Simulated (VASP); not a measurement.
# NaCl (k07): single point with PBE

The system is NaCl (k07).

```
CELL_PARAMETERS angstrom
0.00000 2.60210 2.60210
2.60210 0.00000 2.60210
2.60210 2.60210 0.00000
ATOMIC_POSITIONS crystal
Na 0.00000 0.00000 0.00000
Cl 0.50000 0.50000 0.50000
```

```yaml
Program: VASP 6.6.1
Task: single point
Functional: PBE
Potentials_or_basis: VASP PAW PBE potentials, release 64 (Na_pv, Cl)
Cutoff: 520 eV
k_mesh: 10 × 10 × 10
Occupations: gaussian, width 0.02 eV
Spin: no spin polarisation
Dipole_correction: no
Further_INCAR_settings: ALGO = Normal; EDIFF = 1e-06; NBANDS = 14
```

```json
{"Pressure": "12.0 GPa", "Band gap on the k mesh": "6.22 eV, direct"}
```

Levels at points of the mesh, in eV from the valence-band top:
```csv
k point,band 3,band 4,band 5,band 6,band 7,band 8,band 9,band 10,band 11,band 12
"(0.00, 0.00, 0.00)",-20.49,-13.35,0.00,0.00,0.00,6.22,11.26,11.26,11.26,13.77
"(0.50, 0.00, 0.00)",-20.49,-12.67,-2.78,-0.44,-0.44,7.65,11.50,11.50,12.75,16.68
"(0.50, 0.50, 0.00)",-20.51,-12.62,-2.40,-0.87,-0.87,7.73,8.22,13.20,16.11,17.11
```

Run time: 22 s on 1 thread of Intel(R) Xeon(R) Platinum 8259CL CPU @ 2.50GHz (Skylake/Cascade Lake), on a shared host, peak memory 0.15 GiB.

A k mesh can miss the band edges.
